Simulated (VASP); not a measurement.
Wanted: the native input for a VASP 6.6.1 run.

```yaml
Task: relaxation of cell and atoms
Functional: PBE
Potentials_or_basis: VASP PAW PBE potentials, release 64 (Cd, Se)
Cutoff: 600 eV
k_mesh: 6 × 6 × 10
Occupations: gaussian, width 0.1 eV
Spin: no spin polarisation
Dipole_correction: no
Further_INCAR_settings: ALGO = Normal; EDIFF = 1e-07; IBRION = 2; EDIFFG = -0.01; NSW = 100; ISIF = 3
```

The structure of Cd4Se lies in POSCAR:

```
Cd4Se
1.0
    6.1109289687      0.0000000000      0.0000000000
    0.0000000000      6.1109289687      0.0000000000
    0.0000000000      0.0000000000      3.8068886550
Cd Se
4 1
Direct
    0.7353951619      0.7353951619      0.0000000000
    0.2646048381      0.2646048381      0.0000000000
    0.2646048381      0.7353951619      0.0000000000
    0.7353951619      0.2646048381      0.0000000000
    0.0000000000      0.0000000000      0.5000000000
```

The cell was built from a structure type or drawn by symmetry, and may not be a known phase.

The input as run:

INCAR

```
PREC = Accurate
ENCUT = 600
EDIFF = 1E-7
ISMEAR = 0
SIGMA = 0.1
LREAL = False
LASPH = True
NELM = 80
ALGO = Normal
ISIF = 3
LWAVE = False
LCHARG = False
GGA = PE
IBRION = 2
NSW = 100
EDIFFG = -0.01
```

KPOINTS

```
regular mesh
0
Gamma
  6 6 10
```

Potentials or basis: VASP PAW PBE potentials, release 64 (Cd, Se).

Run with:

```console
$ cat potpaw_PBE.64/Cd/POTCAR potpaw_PBE.64/Se/POTCAR > POTCAR
$ mpirun -np 1 vasp_std > vasp.out
```

Results of the run:

The relaxed volume is 28.71 Å³/atom, the relaxed cell is a = 6.133 Å, b = 6.133 Å, c = 3.817 Å, α = 90.00°, β = 90.00°, γ = 90.00° and the space group after relaxing (to 0.1 Å) is P4/mmm (No. 123). The energy gained by relaxing is 0.3 meV/atom. The ionic steps are 5 and the pressure after relaxing is 0.0 GPa. The largest force after relaxing is 0.006 eV/Å. The band gap on the k mesh is zero (bands 27 and 28 overlap by 0.60 eV).

Caveat: semilocal functionals underestimate gaps, so a narrow gap can read as zero.

Run time: 6.7 min on 1 thread of Intel(R) Xeon(R) 6975P-C (Granite Rapids), on a shared host, peak memory 0.46 GiB.
